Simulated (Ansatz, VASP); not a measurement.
## Al: VASP beside Ansatz

```xyz
4
Lattice="2.8271 0.0000 0.0000 -1.4135 2.4483 0.0000 0.0000 0.0000 9.1860" Properties=species:S:1:pos:R:3 pbc="T T T"
Al    0.0000    0.0000    0.0000
Al    0.0000    1.6322    2.2965
Al    0.0000    0.0000    4.5930
Al    1.4135    0.8161    6.8895
```

Alike in both runs: task single point; functional PBEsol; dispersion D3(BJ); k mesh 18 × 18 × 6; occupations gaussian, width 0.1 eV; no spin polarisation.

|  | VASP | Ansatz |
| --- | --- | --- |
| version | VASP 6.6.1 | Ansatz 0.2.0 |
| potentials or method | VASP PAW PBE potentials, release 64 (Al), cutoff 520 eV | scalar-relativistic, plane waves, PAW |
| valence electrons in the cell | 12 | 12 |

VASP gave:

| Item | Value |
| --- | --- |
| gap on the k mesh at the Fermi level (eV) | none |
| pressure (GPa) | -1.5 |
| traceless stress, the component that is largest in VASP (GPa) | 0.61 |

Q: Which values does Ansatz return?

A: gap on the k mesh at the Fermi level (eV): none; pressure (GPa): -1.6; traceless stress, the component that is largest in VASP (GPa): 0.61.

VASP's potentials were made for PBE, not for PBEsol. A gap of «none» marks a metal or a gap that the smearing closes.
